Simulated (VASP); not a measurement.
Set up this calculation in VASP 6.6.1, as the native input.

| Property | Result |
| --- | --- |
| Task | single point |
| Functional | PBEsol |
| Potentials or basis | VASP PAW PBE potentials, release 64 (Al, Ru_pv) |
| Cutoff | 520 eV |
| k mesh | 18 × 18 × 18 |
| Occupations | gaussian, width 0.15 eV |
| Spin | no spin polarisation |
| Dipole correction | no |
| Further INCAR settings | ALGO = Fast; EDIFF = 1e-06; NBANDS = 25 |

The structure of AlRu lies in POSCAR:

```
AlRu
1.0
   -2.9764078218      0.0000000000     -2.9764078218
    0.0000000000     -2.9764078218     -2.9764078218
   -2.9764078218     -2.9764078218      0.0000000000
Al Ru
2 2
Direct
    0.0000000000      0.0000000000      0.0000000000
    0.5000000000      0.5000000000      0.5000000000
    0.2185023002      0.2814976998      0.2185023002
    0.7814976998      0.7185023002      0.7814976998
```

This cell differs from its parent crystal: atoms displaced along a vibrational mode.

These files were run (other wordings do the same):

INCAR

```
PREC     = Accurate       # precision mode
ENCUT    = 520            # plane-wave cutoff, eV
EDIFF    = 1E-6           # SCF threshold, eV
ISMEAR   = 0              # smearing method
SIGMA    = 0.15           # smearing width, eV
LREAL    = False          # projectors in reciprocal space
LASPH    = True           # aspherical terms in the spheres
NELM     = 60             # most SCF steps
ALGO     = Fast           # electronic algorithm
ISIF     = 2              # what is computed and relaxed
LWAVE    = False          # write WAVECAR
LCHARG   = True           # write CHGCAR
GGA      = PS             # functional
LELF     = True           # ELF
LVHAR    = True         
NBANDS   = 25             # bands
```

KPOINTS

```
regular mesh
0
Gamma
  18 18 18
```

Potentials or basis: VASP PAW PBE potentials, release 64 (Al, Ru_pv).

Launch:

```console
$ cat potpaw_PBE.64/Al/POTCAR potpaw_PBE.64/Ru_pv/POTCAR > POTCAR
$ mpirun -np 1 vasp_std > vasp.out
```

It gave:

- Pressure: 6.2 GPa
- Largest force: 2.925 eV/Å
- Band gap on the k mesh: zero (bands 17 and 18 overlap by 2.00 eV)

Caveat: the cell differs from its parent crystal (atoms displaced along a vibrational mode); the stress differs along the axes, from 4 to 10 GPa; the PAW data sets were made with another functional, which shifts forces and pressure a little.

Run time: 13 min on 1 thread of Oxide Virtual Turin-like Processor (shared host), peak memory 0.56 GiB.
